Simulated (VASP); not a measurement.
A run of VASP 6.6.1:

Contents of INCAR:

```
PREC = Accurate
ENCUT = 520
EDIFF = 1E-7
ISMEAR = -1
SIGMA = 0.05
LREAL = F
LASPH = T
NELM = 150
ALGO = Normal
ISIF = 2
LWAVE = F
LCHARG = F
ISPIN = 2
MAGMOM = 0.671 0.671
LORBIT = 11
LMAXMIX = 4
GGA = PS
NBANDS = 21
```

File KPOINTS:

```
regular mesh
0
Gamma
  17 17 9
```

File POSCAR:

```
Ni
1.0
    2.4145346145      0.0000000000      0.0000000000
   -1.2072673072      2.0910483145      0.0000000000
    0.0000000000      0.0000000000      3.9600013927
Ni
2
Direct
    0.3333333333      0.6666666667      0.2500000000
    0.6666666667      0.3333333333      0.7500000000
```

Potentials or basis: VASP PAW PBE potentials, release 64 (Ni).

Run with:

```sh
$ cat potpaw_PBE.64/Ni/POTCAR > POTCAR
$ mpirun -np 1 vasp_std > vasp.out
```

Hardware: 1 thread of AMD EPYC 7R13 Processor (Zen 3), on a shared host.

Question: Estimate the wall time of this run.

Answer: Run time: 100 s on 1 thread of AMD EPYC 7R13 Processor (Zen 3) (shared host), peak memory 0.18 GiB. Counts: scf iterations 16, k points 165.
